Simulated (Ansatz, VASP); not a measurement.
GeSbTe3: VASP beside Ansatz

The input INCAR:

```
SYSTEM = GeSbTe3
ALGO = Normal
EDIFF = 1E-6
EDIFFG = -0.04
ENCUT = 600
GGA = PE
IBRION = 2
ISIF = 3
ISMEAR = 0
LASPH = .True.
LCHARG = .False.
LREAL = .False.
LWAVE = .False.
NELM = 80
NSW = 90
PREC = Accurate
SIGMA = 0.1
```

File KPOINTS:

```
k-points
0
Gamma
  3 3 4
  0 0 0
```

POSCAR

```
GeSbTe3
1.0
    6.0257588200      0.0000000000      0.0000000000
   -3.0128794100      5.2184602200      0.0000000000
    0.0000000000      0.0000000000      5.7319461700
Ge Sb Te
1 1 3
Direct
    0.0000000000      0.0000000000      0.5000000000
    0.0000000000      0.0000000000      0.0000000000
    0.5000000000      0.0000000000      0.0000000000
    0.0000000000      0.5000000000      0.0000000000
    0.5000000000      0.5000000000      0.0000000000
```

Input for Ansatz:

```yaml
crystal:
  lattice:
    - [6.02575882, 0.0, 0.0]
    - [-3.01287941, 5.21846022, 0.0]
    - [0.0, 0.0, 5.73194617]
  atoms:
    - { symbol: Ge, position: [0.0, 0.0, 0.5] }
    - { symbol: Sb, position: [0.0, 0.0, 0.0] }
    - { symbol: Te, position: [0.5, 0.0, 0.0] }
    - { symbol: Te, position: [0.0, 0.5, 0.0] }
    - { symbol: Te, position: [0.5, 0.5, 0.0] }
basis:
  ecutwfc: 420
kpoints:
  mp_grid: { grid: [3, 3, 4] }
hamiltonian:
  xc: pbe
scf:
  occupations: { method: gaussian, width: 0.1 }
  lower_state_search: "off"
output:
  forces: true
  stress: true
  eigenvalues: true
relax:
  adjacent_minimum: "off"
  f_tol: 0.04
  max_steps: 70
  cell: { stress_tol: 0.4 }
```

Alike in both runs: task relaxation of cell and atoms; functional PBE; k mesh 3 × 3 × 4; occupations gaussian, width 0.1 eV; no spin polarisation.

|  | VASP | Ansatz |
| --- | --- | --- |
| version | VASP 6.6.1 | Ansatz 0.2.0 |
| potentials or method | VASP PAW PBE potentials, release 64 (Ge_d, Sb, Te), cutoff 600 eV | scalar-relativistic, plane waves, PAW |
| valence electrons in the cell | 37 | 77 |

Ansatz gave:

* gap on the k mesh at the Fermi level, each at its own relaxed structure (eV): none
* relaxed volume (Å³/atom): 38.75
* relaxed length of the cell vector where the two differ most in proportion (Å): 6.435

Which values does VASP return?

gap on the k mesh at the Fermi level, each at its own relaxed structure (eV): none; relaxed volume (Å³/atom): 38.96; relaxed length of the cell vector where the two differ most in proportion (Å): 6.447.

A gap of «none» marks a metal or a gap that the smearing closes. VASP's potentials hold 37 valence electrons a cell and Ansatz's 77, so a difference there can come from the potentials and not from the codes.

The k mesh is coarse, so the values compare programs but aren't converged. Neither program's run includes spin-orbit coupling.
